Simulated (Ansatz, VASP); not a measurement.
## MgI2: VASP beside Ansatz

INCAR

```
SYSTEM = MgI2
PREC = Accurate ; ENCUT = 520
EDIFF = 1E-7 ; ISMEAR = 0
SIGMA = 0.01 ; LREAL = .FALSE.
LASPH = .TRUE. ; NELM = 80
ALGO = Normal ; ISIF = 2
LWAVE = .FALSE. ; LCHARG = .TRUE.
GGA = PS ; LELF = .TRUE.
LVHAR = .TRUE. ; NBANDS = 15
```

File KPOINTS:

```
Automatic mesh
0
G
  6 6 6
  0 0 0
```

POSCAR

```
MgI2
1.0
    2.0786779714      1.2001252863      6.8923459914
   -2.0786779714      1.2001252863      6.8923459914
    0.0000000000     -2.4002505727      6.8923459914
Mg I
1 2
Direct
    0.0000000000      0.0000000000      0.0000000000
    0.2526882644      0.2526882644      0.2526882644
    0.7473117356      0.7473117356      0.7473117356
```

Input for Ansatz:

```yaml
crystal:
  lattice:
    - [2.0786779714, 1.2001252863, 6.8923459914]
    - [-2.0786779714, 1.2001252863, 6.8923459914]
    - [0.0, -2.4002505727, 6.8923459914]
  atoms:
    - { symbol: Mg, position: [0.0, 0.0, 0.0] }
    - { symbol: I, position: [0.2526882644, 0.2526882644, 0.2526882644] }
    - { symbol: I, position: [0.7473117356, 0.7473117356, 0.7473117356] }
kpoints:
  mp_grid: { grid: [6, 6, 6] }
hamiltonian:
  xc: pbesol
scf:
  occupations: { method: fixed }
  n_extra_bands: 4
output:
  forces: true
  stress: true
  eigenvalues: true
```

Alike in both runs: task single point; functional PBEsol; k mesh 6 × 6 × 6; no spin polarisation.

|  | VASP | Ansatz |
| --- | --- | --- |
| version | VASP 6.6.1 | Ansatz 0.2.0 |
| potentials or method | VASP PAW PBE potentials, release 64 (Mg, I) | plane waves, PAW |
| plane-wave cutoff (eV) | 520 | 420 |
| occupations | gaussian, width 0.01 eV | fixed |
| valence electrons in the cell | 16 | 44 |

Ansatz gave:

- gap on the k mesh at the Fermi level (eV): 3.21
- pressure (GPa): -0.3
- traceless stress, the component that is largest in VASP (GPa): 0.22
- rms of the force components (eV/Å): 0.030

**Question.** Estimate VASP's values.

**Answer.** gap on the k mesh at the Fermi level (eV): 3.19; pressure (GPa): -0.3; traceless stress, the component that is largest in VASP (GPa): 0.22; rms of the force components (eV/Å): 0.032.

VASP's potentials were made for PBE, not for PBEsol. Atom by atom the forces differ by 0.002 eV/Å (rms over components). VASP's potentials hold 16 valence electrons a cell and Ansatz's 44, so a difference there can come from the potentials and not from the codes.

Spin-orbit coupling is off throughout.
